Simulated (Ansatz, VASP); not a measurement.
## AlGa3N4: VASP beside Ansatz

```
Al Ga N
1.0
     4.45965    0.00000    0.00000
     0.00000    4.45965    0.00000
     0.00000    0.00000    4.45965
Al Ga N
1 3 4
Direct
  0.00000 0.00000 0.00000
  0.50000 0.50000 0.00000
  0.50000 0.00000 0.50000
  0.00000 0.50000 0.50000
  0.75504 0.75504 0.24496
  0.75504 0.24496 0.75504
  0.24496 0.75504 0.75504
  0.24496 0.24496 0.24496
```

Alike in both runs: task single point; functional PBEsol; k mesh 6 × 6 × 6; occupations gaussian, width 0.02 eV; no spin polarisation.

|  | VASP | Ansatz |
| --- | --- | --- |
| version | VASP 6.6.1 | Ansatz 0.2.0 |
| potentials or method | VASP PAW PBE potentials, release 64 (Al, Ga_d, N), cutoff 520 eV | scalar-relativistic, plane waves, PAW |
| valence electrons in the cell | 62 | 62 |

|  | VASP | Ansatz | Ansatz less VASP |
| --- | --- | --- | --- |
| gap on the k mesh at the Fermi level (eV) | 2.35 | 2.33 | -0.020 |
| least direct gap on the mesh (eV) | 2.35 | 2.33 | -0.020 |
| pressure (GPa) | 0.9 | 1.0 | +0.16 |
| rms of the force components (eV/Å) | 0.004 | 0.001 | -0.0038 |

VASP's potentials were made for PBE, not for PBEsol. Atom by atom the forces differ by 0.004 eV/Å (rms over components).
